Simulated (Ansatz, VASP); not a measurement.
## Two plane-wave programs on SiMo3

```
Si Mo
1.0
    -2.69517    2.69517    2.69517
     2.69517   -2.69517    2.69517
     2.69517    2.69517   -2.69517
Si Mo
1 3
Direct
  0.00000 0.00000 0.00000
  0.00000 0.50000 0.50000
  0.50000 0.00000 0.50000
  0.50000 0.50000 0.00000
```

Alike in both runs: task relaxation of cell and atoms; functional PBE; k mesh 5 × 5 × 5; occupations gaussian, width 0.2 eV; no spin polarisation.

|  | VASP | Ansatz |
| --- | --- | --- |
| version | VASP 6.6.1 | Ansatz 0.2.0 |
| potentials or method | VASP PAW PBE potentials, release 64 (Si, Mo_sv), cutoff 500 eV | scalar-relativistic, plane waves, PAW |
| valence electrons in the cell | 46 | 46 |

|  | VASP | Ansatz | Ansatz less VASP |
| --- | --- | --- | --- |
| gap on the k mesh at the Fermi level, each at its own relaxed structure (eV) | none | none | - |
| relaxed volume (Å³/atom) | 17.09 | 17.08 | -0.005 |
| relaxed cell length with the largest relative difference (Å) | 4.461 | 4.461 | -0.0004 |

A gap of «none» marks a metal or a gap that the smearing closes.
